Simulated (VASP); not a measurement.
H12SO8, 21 atoms in the cell. The cell holds an amorphous packing of atoms, 21 atoms: a = 5.879 Å, b = 5.879 Å, c = 5.879 Å, α = 90.00°, β = 90.00°, γ = 90.00°. 

```yaml
Program: VASP 6.6.1
Task: single point
Functional: PBE
Dispersion: D3(BJ)
Potentials_or_basis: VASP PAW PBE potentials, release 64 (O, H, S)
Cutoff: 520 eV
k_mesh: 1 × 1 × 1
Occupations: fermi-dirac, width 0.02 eV
Spin: no spin polarisation
Dipole_correction: no
Further_INCAR_settings: ALGO = Normal; EDIFF = 1e-06; NBANDS = 49
```

Potentials or basis: VASP PAW PBE potentials, release 64 (O, H, S).

Command:

```bash
$ cat potpaw_PBE.64/O/POTCAR potpaw_PBE.64/H/POTCAR potpaw_PBE.64/S/POTCAR > POTCAR
$ mpirun -np 1 vasp_gam > vasp.out
```

Hardware: 1 thread of Intel(R) Xeon(R) 6975P-C (Granite Rapids) (shared host).

Estimate the wall time of this run.

Wall time 24 s on 1 thread of Intel(R) Xeon(R) 6975P-C (Granite Rapids), on a shared host, peak memory 0.3 GiB. Counts: scf iterations 16, k points 1.
